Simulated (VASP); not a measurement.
# SiC in VASP: a series of runs

The runs below take SiC through single point, relaxation of cell and atoms, with PBE.

Program: VASP 6.6.1. These are calculated values, not measurements. Logs are shortened: lines on timing, memory, paths and dates and some standing lists are left out, and cuts for length are marked.

## (1) The cell of the first run

The typed cell holds 2 atoms: a = 2.868 Å, b = 2.868 Å, c = 2.868 Å, α = 119.97°, β = 119.97°, γ = 90.05°.

## (2) Single point, PBE

Contents of INCAR:

```
SYSTEM = SiC
ALGO = Normal
EDIFF = 1E-6
ENCUT = 520
GGA = PE
ISIF = 2
ISMEAR = 0
LASPH = .True.
LCHARG = .False.
LREAL = .False.
LWAVE = .False.
NBANDS = 11
NELM = 80
PREC = Accurate
SIGMA = 0.1
```

Contents of KPOINTS:

```
k-points
0
Gamma
  8 8 8
  0 0 0
```

Contents of POSCAR:

```
SiC
1.0
   -1.4348611770      1.4348611770      2.0273767528
    1.4348611770     -1.4348611770      2.0273767528
    1.4348611770      1.4348611770     -2.0273767528
Si C
1 1
Direct
    0.0000000000      0.0000000000      0.0000000000
    0.5000000000      0.5000000000      0.0000000000
```

Potentials or basis: VASP PAW PBE potentials, release 64 (Si, C).

Command:

```bash
> cat potpaw_PBE.64/Si/POTCAR potpaw_PBE.64/C/POTCAR > POTCAR
> mpirun -np 1 vasp_std > vasp.out
```

OUTCAR:

```text
SYSTEM = SiC
   EDIFF = 1E-6
   ENCUT = 520
   GGA = PE
   ISIF = 2
   ISMEAR = 0
   LASPH = .True.
   LREAL = .False.
   NELM = 80
   PREC = Accurate

 ion  position               nearest neighbor table
   1  0.000  0.000  0.000-   2 2.03   2 2.03   2 2.03   2 2.03   2 2.03   2 2.03
   2  0.500  0.500  0.000-   1 2.03   1 2.03   1 2.03   1 2.03   1 2.03   1 2.03

  LATTYP: Found a body centered tetragonal cell.
 ALAT       =     2.8697223540
 C/A-ratio  =     1.4129427887

  Lattice vectors:

 A1 = (  -1.4348611770,   1.4348611770,   2.0273767528)
 A2 = (   1.4348611770,  -1.4348611770,   2.0273767528)
 A3 = (   1.4348611770,   1.4348611770,  -2.0273767528)

Analysis of symmetry for initial positions (statically):
=====================================================================
 Subroutine PRICEL returns:
 Original cell was already a primitive cell.

 Routine SETGRP: Setting up the symmetry group for a
 body centered tetragonal supercell.

 Subroutine GETGRP returns: Found 16 space group operations
 (whereof 16 operations were pure point group operations)
 out of a pool of 16 trial point group operations.

The static configuration has the point symmetry D_4h.

Analysis of symmetry for dynamics (positions and initial velocities):
=====================================================================
 Subroutine PRICEL returns:
 Original cell was already a primitive cell.

 Routine SETGRP: Setting up the symmetry group for a
 body centered tetragonal supercell.

 Subroutine GETGRP returns: Found 16 space group operations
 (whereof 16 operations were pure point group operations)
 out of a pool of 16 trial point group operations.

The dynamic configuration has the point symmetry D_4h.

 Subroutine INISYM returns: Found 16 space group operations
 (whereof 16 operations are pure point group operations),
 and found     1 'primitive' translations

----------------------------------------------------------------------------------------

                                     Primitive cell

  volume of cell :      16.6961

  direct lattice vectors                    reciprocal lattice vectors
    -1.434861177  1.434861177  2.027376753     0.000000000  0.348465767  0.246624116
     1.434861177 -1.434861177  2.027376753     0.348465767  0.000000000  0.246624116
     1.434861177  1.434861177 -2.027376753     0.348465767  0.348465767  0.000000000

  length of vectors
     2.868433317  2.868433317  2.868433317     0.426909645  0.426909645  0.492805013

  position of ions in fractional coordinates (direct lattice)
     0.000000000  0.000000000  0.000000000
     0.500000000  0.500000000  0.000000000

  ion indices of the primitive-cell ions
   primitive index   ion index
                 1           1
                 2           2

----------------------------------------------------------------------------------------

 KPOINTS: k-points

Automatic generation of k-mesh.
 Grid dimensions read from file:
 generate k-points for:    8    8    8

 Generating k-lattice:

  Cartesian coordinates                     Fractional coordinates (reciprocal lattice)
     0.000000000  0.043558221  0.030828015     0.125000000  0.000000000  0.000000000
     0.043558221  0.000000000  0.030828015     0.000000000  0.125000000  0.000000000
     0.043558221  0.043558221  0.000000000     0.000000000  0.000000000  0.125000000

  Length of vectors
     0.053363706  0.053363706  0.061600627

  Shift w.r.t. Gamma in fractional coordinates (k-lattice)
     0.000000000  0.000000000  0.000000000

 Subroutine IBZKPT returns following result:
 ===========================================

 Found     59 irreducible k-points:

 Following reciprocal coordinates:
            Coordinates               Weight
  0.000000  0.000000  0.000000      1.000000
  0.125000 -0.000000  0.000000      8.000000
  0.250000 -0.000000  0.000000      8.000000
  0.375000 -0.000000  0.000000      8.000000
  0.500000 -0.000000  0.000000      4.000000
  0.125000  0.125000  0.000000      8.000000
[... 16 lines left out ...]
  0.250000  0.125000  0.125000     16.000000
  0.375000  0.125000  0.125000      8.000000
 [... further k-points ...]
   k-points           NKPTS =     59   k-points in BZ     NKDIM =     59   number of bands    NBANDS=     11
   number of dos      NEDOS =    301   number of ions     NIONS =      2
   total plane-waves  NPLWV =  13824
   dimension x,y,z NGX =    24 NGY =   24 NGZ =   24
   dimension x,y,z NGXF=    48 NGYF=   48 NGZF=   48
   ions per type =               1   1
   NGX,Y,Z   is equivalent  to a cutoff of  13.91, 13.91, 13.91 a.u.
   NGXF,Y,Z  is equivalent  to a cutoff of  27.82, 27.82, 27.82 a.u.
 SYSTEM =  SiC
   PREC   = accura    normal or accurate (medium, high low for compatibility)
   ISTART =      0    job   : 0-new  1-cont  2-samecut
   ICHARG =      2    charge: 1-file 2-atom 10-const
   ISPIN  =      1    spin polarized calculation?
   LNONCOLLINEAR =      F non collinear calculations
   LSORBIT =      F    spin-orbit coupling
   LASPH  =      T    aspherical Exc in radial PAW
   ENCUT  =  520.0 eV  38.22 Ry    6.18 a.u.   5.33  5.33  5.33*2*pi/ulx,y,z
   NELM   =     80;   NELMIN=  2; NELMDL= -5     # of ELM steps
   EDIFF  = 0.1E-05   stopping-criterion for ELM
   LREAL  =      F    real-space projection
   EDIFFG = 0.1E-04   stopping-criterion for IOM
   NSW    =      0    number of steps for IOM
   IBRION =     -1    ionic relax: 0-MD 1-quasi-New 2-CG
   NFREE  =      0    steps in history (QN), initial steepest desc. (CG)
   ISIF   =      2    stress and relaxation
   ISYM   =      2    0-nonsym 1-usesym 2-fastsym
   POTIM  = 0.5000    time-step for ionic-motion
   TEBEG  =    0.0;   TEEND  =   0.0 temperature during run
   PSTRESS=    0.0 pullay stress
   NELECT =       8.0000    total number of electrons
   NUPDOWN=      -1.0000    fix difference up-down
   EMIN   =  10.00;   EMAX   =-10.00  energy-range for DOS
   EFERMI =   0.00;   METHOD = LEGACY
   ISMEAR =     0;   SIGMA  =   0.10  broadening in eV -4-tet -1-fermi 0-gaus
   EFERMI_NEDOS =   21; number of points for ismear=-14 and -15
   IALGO  =     38    algorithm
   IMIX   =      4    mixing-type and parameters
     AMIX     =   0.40;   BMIX     =  1.00
     AMIX_MAG =   1.60;   BMIX_MAG =  1.00
  volume/ion in A,a.u.               =       8.35        56.34
  Fermi-wavevector in a.u.,A,eV,Ry     =   1.281052  2.420837 22.328442  1.641094
  Thomas-Fermi vector in A             =   2.413444
   LORBIT       =      0    0 simple, 1 ext, 2 COOP (PROOUT), +10 PAW based schemes
   GGA     = PE    functional components
   LHFCALC =     F    Hartree Fock is set to
   AEXX    =    0.0000 exact exchange contribution
   IVDW    =     0    specifies the selected vdW correction
   LEPSILON=     F    determine dielectric tensor
   LRPA    =     F    only Hartree local field effects (RPA)
 non-spin polarized calculation
 Gauss-broadening in eV      SIGMA  =   0.10
  energy-cutoff  :      520.00
  volume of cell :       16.70
 maximum number of plane-waves:       464
 NGX is ok and might be reduce to    24
   NGX = 11   NGY = 11   NGZ = 11

 number of electron       8.0000000 magnetization

 Free energy of the ion-electron system (eV)
  ---------------------------------------------------
  ext. energy  EPLUGINS =         0.00000000
  ---------------------------------------------------
  free energy    TOTEN  =       -13.57235100 eV

  energy without entropy =      -13.57076615  energy(sigma->0) =      -13.57155857

 E-fermi :  12.3436     XC(G=0): -12.6685

 val. band max:       12.3110285663   @ k =   0.0000   0.0000   0.0000
 cond. band min:      12.3769512169   @ k =   0.1250   0.1250   0.0000
 fundamental gap:      0.0659226507
 Fermi energy:        12.3435927699

 k-point     1 :       0.0000    0.0000    0.0000
  band No.  band energies     occupation
      1      -6.0904      2.00000
      2      12.2966      1.49380
      3      12.3110      1.35486
      4      12.3110      1.35486
      5      19.6649      0.00000
      6      21.2413      0.00000
      7      21.2413      0.00000
      8      21.2542      0.00000
      9      24.9218      0.00000
     10      24.9218      0.00000
     11      24.9704      0.00000

 k-point     2 :       0.1250   -0.0000    0.0000
  band No.  band energies     occupation
      1      -5.7124      2.00000
      2      10.4277      2.00000
      3      12.0869      1.99972
      4      12.0937      1.99959
      5      19.7584      0.00000
      6      21.4034      0.00000
      7      21.5170      0.00000
      8      21.5335      0.00000
      9      22.8912      0.00000
     10      22.9059      0.00000
     11      24.6077      0.00000

 k-point     3 :       0.2500   -0.0000    0.0000
  band No.  band energies     occupation
      1      -4.5891      2.00000
      2       6.8469      2.00000
      3      11.6765      2.00000
      4      11.6777      2.00000
      5      18.8566      0.00000
      6      19.5788      0.00000
      7      19.6005      0.00000
      8      22.7085      0.00000
      9      24.3533      0.00000
     10      24.7259      0.00000
     11      24.7265      0.00000
[... 267 lines left out ...]
 k-point    23 :       0.2500    0.1250    0.1250
  band No.  band energies     occupation
      1      -1.8265      2.00000
      2       4.0993      2.00000
      3       7.5876      2.00000
      4       9.6524      2.00000
      5      16.1976      0.00000
      6      19.1888      0.00000
      7      21.0293      0.00000
      8      23.5616      0.00000
      9      26.0374      0.00000
     10      28.8798      0.00000
     11      30.1786      0.00000

 k-point    24 :       0.3750    0.1250    0.1250
  band No.  band energies     occupation
      1      -0.1046      2.00000
      2       1.8332      2.00000
      3       7.6162      2.00000
      4       9.0329      2.00000
      5      16.2618      0.00000
      6      18.5830      0.00000
      7      22.0334      0.00000
      8      24.5376      0.00000
      9      26.4896      0.00000
     10      27.2749      0.00000
     11      31.0546      0.00000

 [... further k-points ...]

------------------------ aborting loop because EDIFF is reached ----------------------------------------

  FORCE on cell =-STRESS in cart. coord.  units (eV):
  Direction    XX          YY          ZZ          XY          YZ          ZX
  --------------------------------------------------------------------------------------
  -------------------------------------------------------------------------------------
  Total        0.0165448      0.0165448      0.0407352      0.0000000     -0.0000000      0.0000000
  in kB        1.5876639      1.5876639      3.9090066      0.0000000     -0.0000000      0.0000000
  external PRESSURE =       2.3614448 kB  Pullay stress =       0.0000000 kB

 VOLUME and BASIS-vectors are now :
 -----------------------------------------------------------------------------
  energy-cutoff  :      520.00
  volume of cell :       16.70
      direct lattice vectors                 reciprocal lattice vectors
    -1.434861177  1.434861177  2.027376753     0.000000000  0.348465767  0.246624116
     1.434861177 -1.434861177  2.027376753     0.348465767  0.000000000  0.246624116
     1.434861177  1.434861177 -2.027376753     0.348465767  0.348465767  0.000000000

 POSITION                                       TOTAL-FORCE (eV/Angst)
 -----------------------------------------------------------------------------------
      0.00000      0.00000      0.00000        -0.000000      0.000000     -0.000000
      0.00000      0.00000      2.02738         0.000000     -0.000000      0.000000
 -----------------------------------------------------------------------------------
    total drift:                               -0.000000      0.000000      0.000000

  FREE ENERGIE OF THE ION-ELECTRON SYSTEM (eV)
  ---------------------------------------------------
  free  energy   TOTEN  =       -13.5723510028 eV

  energy  without entropy=      -13.5707661462  energy(sigma->0) =      -13.57155857
```

Run time: 3.7 s. Hardware: 1 thread of Intel Xeon 6975P-C (Granite Rapids), shared host; peak memory 0.13 GiB.

Results:

```
Free energy            : -13.5724 eV
Pressure               : 0.2 GPa
Band gap on the k mesh : zero (band 4 reaches 12.38 eV, above the bottom of band 5 at 11.31 eV)
```

Stress tensor (GPa, compression positive):
```
0.16 0.00 0.00
0.00 0.16 0.00
0.00 0.00 0.39
```

Levels at points of the mesh, in eV from the Fermi level:
```csv
k point,band 2,band 3,band 4,band 5,band 6,band 7
"(0.00, 0.00, 0.00)",-0.05,-0.03,-0.03,7.32,8.90,8.90
"(0.50, 0.00, 0.00)",-11.53,-1.07,-1.07,5.18,5.20,5.83
"(0.50, 0.50, 0.00)",-9.79,-4.32,-4.31,-1.01,2.52,14.69
"(0.50, 0.50, 0.50)",-9.79,-4.32,-4.32,-1.03,2.52,14.70
```

Caveat: the k points lie up to 0.39 Å⁻¹ apart.

## (3) Single point, PBE

This run uses another cell than the first one, of 10.79 Å³/atom, 1.293 times its volume.

Contents of INCAR:

```
  ALGO = Normal
  EDIFF = 1E-6
  ENCUT = 520
  GGA = PE
  ISIF = 2
  ISMEAR = 0
  LASPH = T
  LCHARG = F
  LREAL = F
  LWAVE = F
  NBANDS = 11
  NELM = 100
  PREC = Accurate
  SIGMA = 0.1
```

Contents of KPOINTS:

```
k-points
0
Gamma
  8 8 8
```

Contents of POSCAR:

```
SiC
1.0
   -1.5689450092      1.5689450092      2.1924131066
    1.5689450092     -1.5689450092      2.1924131066
    1.5689450092      1.5689450092     -2.1924131066
Si C
1 1
Direct
    0.0000000000      0.0000000000      0.0000000000
    0.5000000000      0.5000000000      0.0000000000
```

Potentials or basis: VASP PAW PBE potentials, release 64 (Si, C).

Command:

```bash
> cat potpaw_PBE.64/Si/POTCAR potpaw_PBE.64/C/POTCAR > POTCAR
> mpirun -np 1 vasp_std > vasp.out
```

OUTCAR:

```text
EDIFF = 1E-6
   ENCUT = 520
   GGA = PE
   ISIF = 2
   ISMEAR = 0
   LASPH = T
   LREAL = F
   NELM = 100
   PREC = Accurate

 ion  position               nearest neighbor table
   1  0.000  0.000  0.000-   2 2.19   2 2.19   2 2.22   2 2.22   2 2.22   2 2.22
   2  0.500  0.500  0.000-   1 2.19   1 2.19   1 2.22   1 2.22   1 2.22   1 2.22

  LATTYP: Found a body centered tetragonal cell.
 ALAT       =     3.1378900184
 C/A-ratio  =     1.3973804651

  Lattice vectors:

 A1 = (  -1.5689450092,   1.5689450092,   2.1924131066)
 A2 = (   1.5689450092,  -1.5689450092,   2.1924131066)
 A3 = (   1.5689450092,   1.5689450092,  -2.1924131066)

Analysis of symmetry for initial positions (statically):
=====================================================================
 Subroutine PRICEL returns:
 Original cell was already a primitive cell.

 Routine SETGRP: Setting up the symmetry group for a
 body centered tetragonal supercell.

 Subroutine GETGRP returns: Found 16 space group operations
 (whereof 16 operations were pure point group operations)
 out of a pool of 16 trial point group operations.

The static configuration has the point symmetry D_4h.

Analysis of symmetry for dynamics (positions and initial velocities):
=====================================================================
 Subroutine PRICEL returns:
 Original cell was already a primitive cell.

 Routine SETGRP: Setting up the symmetry group for a
 body centered tetragonal supercell.

 Subroutine GETGRP returns: Found 16 space group operations
 (whereof 16 operations were pure point group operations)
 out of a pool of 16 trial point group operations.

The dynamic configuration has the point symmetry D_4h.

 Subroutine INISYM returns: Found 16 space group operations
 (whereof 16 operations are pure point group operations),
 and found     1 'primitive' translations

[... 115 lines left out ...]
  volume/ion in A,a.u.               =      10.79        72.84
  Fermi-wavevector in a.u.,A,eV,Ry     =   1.175905  2.222138 18.813489  1.382752
  Thomas-Fermi vector in A             =   2.312278
   LORBIT       =      0    0 simple, 1 ext, 2 COOP (PROOUT), +10 PAW based schemes
   GGA     = PE    functional components
   LHFCALC =     F    Hartree Fock is set to
   AEXX    =    0.0000 exact exchange contribution
   IVDW    =     0    specifies the selected vdW correction
   LEPSILON=     F    determine dielectric tensor
   LRPA    =     F    only Hartree local field effects (RPA)
 non-spin polarized calculation
 Gauss-broadening in eV      SIGMA  =   0.10
  energy-cutoff  :      520.00
  volume of cell :       21.59
 maximum number of plane-waves:       592
   NGX = 11   NGY = 11   NGZ = 11

 number of electron       8.0000001 magnetization

 Free energy of the ion-electron system (eV)
  ---------------------------------------------------
  ext. energy  EPLUGINS =         0.00000000
  ---------------------------------------------------
  free energy    TOTEN  =       -12.91561610 eV

  energy without entropy =      -12.91192559  energy(sigma->0) =      -12.91377084

 E-fermi :   8.6441     XC(G=0): -11.5465

 val. band max:        8.6211904536   @ k =   0.1250   0.0000   0.0000
 cond. band min:       8.6659679231   @ k =  -0.1250   0.2500   0.1250
 fundamental gap:      0.0447774694
 Fermi energy:         8.6440978077

 k-point     1 :       0.0000    0.0000    0.0000
  band No.  band energies     occupation
      1      -6.9579      2.00000
      2       8.5637      1.74450
      3       8.7460      0.14938
      4       8.7460      0.14938
      5      12.0171      0.00000
      6      17.4747      0.00000
      7      17.4747      0.00000
      8      17.6204      0.00000
      9      18.3090      0.00000
     10      18.3090      0.00000
     11      18.8237      0.00000
[... 309 lines left out ...]
 k-point    24 :       0.3750    0.1250    0.1250
  band No.  band energies     occupation
      1      -2.1618      2.00000
      2      -0.1308      2.00000
      3       5.0353      2.00000
      4       6.0861      2.00000
      5      11.6192      0.00000
      6      13.7531      0.00000
      7      16.4886      0.00000
      8      18.4835      0.00000
      9      20.6858      0.00000
     10      21.8085      0.00000
     11      25.2725      0.00000

 [... further k-points ...]
[... 5 lines left out ...]
  --------------------------------------------------------------------------------------
  -------------------------------------------------------------------------------------
  Total       -4.8145798     -4.8145798     -4.7922221      0.0000000      0.0000000     -0.0000000
  in kB     -357.3313697   -357.3313697   -355.6720127      0.0000000      0.0000000     -0.0000000
  external PRESSURE =    -356.7782507 kB  Pullay stress =       0.0000000 kB

 VOLUME and BASIS-vectors are now :
 -----------------------------------------------------------------------------
  energy-cutoff  :      520.00
  volume of cell :       21.59
      direct lattice vectors                 reciprocal lattice vectors
    -1.568945009  1.568945009  2.192413107     0.000000000  0.318685484  0.228059210
     1.568945009 -1.568945009  2.192413107     0.318685484  0.000000000  0.228059210
     1.568945009  1.568945009 -2.192413107     0.318685484  0.318685484  0.000000000

 POSITION                                       TOTAL-FORCE (eV/Angst)
 -----------------------------------------------------------------------------------
      0.00000      0.00000      0.00000         0.000000     -0.000000     -0.000000
      0.00000      0.00000      2.19241         0.000000      0.000000      0.000000
 -----------------------------------------------------------------------------------
    total drift:                               -0.000000      0.000000      0.000000

  FREE ENERGIE OF THE ION-ELECTRON SYSTEM (eV)
  ---------------------------------------------------
  free  energy   TOTEN  =       -12.9156160961 eV

  energy  without entropy=      -12.9119255909  energy(sigma->0) =      -12.91377084
```

stdout:

```text
POSCAR found type information on POSCAR SiC
 POSCAR found :  2 types and       2 ions
 scaLAPACK will be used
 LDA part: xc-table for (Slater+PW92), standard interpolation
 POSCAR, INCAR and KPOINTS ok, starting setup
 FFT: planning ... GRIDC
 FFT: planning ... GRID_SOFT
 FFT: planning ... GRID
 WAVECAR not read
 entering main loop
```

It took 4.3 s on 1 thread of Intel Xeon 6975P-C (Granite Rapids), shared host; peak memory 0.13 GiB.

Results:

```yaml
Free_energy: -12.9156 eV
Pressure: -35.7 GPa
Band_gap_on_the_k_mesh: zero (band 4 reaches 8.94 eV, above the bottom of band 5 at 6.11 eV)
```

(Continued in part 2 of 2.)
